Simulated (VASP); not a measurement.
Set up this calculation in VASP 6.6.1, as the native input.

```yaml
Task: single point
Functional: LDA
Potentials_or_basis: VASP PAW LDA potentials, release 64 (Li_sv, Cl)
Cutoff: 520 eV
k_mesh: 8 × 8 × 8
Occupations: gaussian, width 0.05 eV
Spin: no spin polarisation
Dipole_correction: no
Further_INCAR_settings: ALGO = Normal; EDIFF = 1e-06; NBANDS = 12
```

The structure of LiCl lies in POSCAR:

```
LiCl
1.0
    0.0000000000      2.4365220000      2.6288790000
    2.4365220000      0.0000000000      2.6288790000
    2.4365220000      2.4365220000      0.0000000000
Li Cl
1 1
Direct
    0.0000000000      0.0000000000      0.0000000000
    0.5000000000      0.5000000000      0.5000000000
```

This cell differs from its parent crystal: strain -0.050 along x and y, +0.025 along z.

The input as run:

INCAR

```
PREC = Accurate
ENCUT = 520
EDIFF = 1E-6
ISMEAR = 0
SIGMA = 0.05
LREAL = False
LASPH = True
NELM = 60
ALGO = Normal
ISIF = 2
LWAVE = False
LCHARG = False
NBANDS = 12
```

KPOINTS

```
regular mesh
0
Gamma
  8 8 8
```

Potentials or basis: VASP PAW LDA potentials, release 64 (Li_sv, Cl).

Run with:

```bash
$ cat potpaw_LDA.64/Li_sv/POTCAR potpaw_LDA.64/Cl/POTCAR > POTCAR
$ mpirun -np 1 vasp_std > vasp.out
```

Results of the run:

```yaml
Band_gap_on_the_k_mesh: 6.35 eV, indirect (least direct gap 6.36 eV)
```

Caveat: the cell differs from its parent crystal (strain -0.050 along x and y, +0.025 along z).

Wall time 31 s on 1 thread of AMD EPYC 7R13, on a shared host, peak memory 0.11 GiB.
